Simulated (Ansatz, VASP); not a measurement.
**Two plane-wave programs on BN**

```xyz
4
Lattice="2.5152 0.0000 0.0000 -1.2576 2.1782 0.0000 0.0000 0.0000 4.1606" Properties=species:S:1:pos:R:3 pbc="T T T"
B     0.0000    1.4521   -0.0005
B     1.2576    0.7261    2.0798
N     0.0000    1.4521    1.5566
N     1.2576    0.7261    3.6369
```

Change from the starting cell: strained cell.

Alike in both runs: functional PBEsol; k mesh 9 × 9 × 6; occupations gaussian, width 0.02 eV; no spin polarisation.

Ansatz relaxed the structure, and its values are those at the end. VASP's run is a single point on that final structure, the one shown.

|  | VASP | Ansatz |
| --- | --- | --- |
| version | VASP 6.6.1 | Ansatz 0.2.0 |
| potentials or method | VASP PAW PBE potentials, release 64 (B_h, N_h), cutoff 1330 eV | scalar-relativistic, plane waves, PAW |
| valence electrons in the cell | 16 | 16 |

|  | VASP | Ansatz | Ansatz less VASP |
| --- | --- | --- | --- |
| gap on the k mesh at the Fermi level (eV) | 4.88 | 4.89 | +0.006 |
| least direct gap on the mesh (eV) | 8.36 | 8.35 | -0.006 |
| pressure (GPa) | 12.6 | 12.3 | -0.29 |

VASP's potentials were made for PBE, not for PBEsol, and Ansatz warns of the same on its side. With one functional, cell and mesh, what is left measures potentials, basis and numerics. Ansatz's warnings: stress scf threshold loose.
